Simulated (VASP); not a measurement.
The system is Ga.

```
Ga
1.0
     1.38300   -4.02650    0.00000
     1.38300    4.02650    0.00000
    -0.11745    0.00000    3.32993
Ga
2
Direct
  0.13100 0.86900 0.75000
  0.86900 0.13100 0.25000
```

```yaml
Program: VASP 6.6.1
Task: relaxation of cell and atoms
Functional: BLYP
Dispersion: D3(BJ)
Potentials_or_basis: VASP PAW PBE potentials, release 64 (Ga_d)
Cutoff: 600 eV
k_mesh: 10 × 10 × 8
Occupations: fermi-dirac, width 0.05 eV
Spin: no spin polarisation
```

At the start: pressure 0.6 GPa; volume 18.54 Å³/atom.

Problem. Where does the relaxation end?

Solution. Over 32 steps the energy falls by 5.1 meV/atom and the volume is 18.80 Å³/atom (+1.4 %); space group C2/c (No. 15, to 0.1 Å) before, Cmcm (No. 63, to 0.1 Å).

The path:
```tsv
step	energy change (eV)	largest force (eV/Å)	pressure (GPa)	volume (Å³)
1	0.0000	0.1666	0.61	37.09
2	-0.0038	0.0930	0.11	37.47
3	-0.0051	0.0457	-0.29	37.74
4	-0.0053	0.0248	-0.48	37.87
5	-0.0069	0.0007	-0.18	37.67
6	-0.0074	0.0274	0.04	37.49
7	-0.0075	0.0323	0.04	37.45
8	-0.0074	0.0426	0.25	37.38
9	-0.0075	0.0237	0.22	37.43
10	-0.0078	0.0208	-0.02	37.57
11	-0.0079	0.0130	-0.23	37.67
12	-0.0081	0.0031	-0.22	37.64
13	-0.0085	0.0460	0.01	37.54
14	-0.0087	0.0443	0.10	37.52
15	-0.0088	0.0530	0.16	37.46
16	-0.0088	0.0537	0.14	37.49
17	-0.0089	0.0506	0.16	37.48
18	-0.0091	0.0396	0.09	37.50
19	-0.0094	0.0265	0.03	37.53
20	-0.0097	0.0020	-0.06	37.60
21	-0.0097	0.0147	0.12	37.58
22	-0.0097	0.0043	0.05	37.59
23	-0.0098	0.0029	-0.05	37.61
24	-0.0101	0.0085	0.01	37.65
25	-0.0101	0.0131	-0.23	37.67
26	-0.0101	0.0086	0.06	37.61
27	-0.0101	0.0131	-0.09	37.63
28	-0.0101	0.0094	-0.02	37.62
29	-0.0101	0.0102	0.04	37.62
30	-0.0101	0.0113	-0.03	37.62
31	-0.0101	0.0023	-0.04	37.61
32	-0.0101	0.0041	-0.03	37.60
```

Final structure:
```
Ga
1.0
     1.43729   -4.05825    0.02637
     1.43729    4.05825    0.02637
    -0.05667    0.00000    3.22240
Ga
2
Direct
  0.13485 0.86515 0.75000
  0.86515 0.13485 0.25000
```

Caveat: the PAW data sets were made with another functional, which shifts forces and pressure a little.
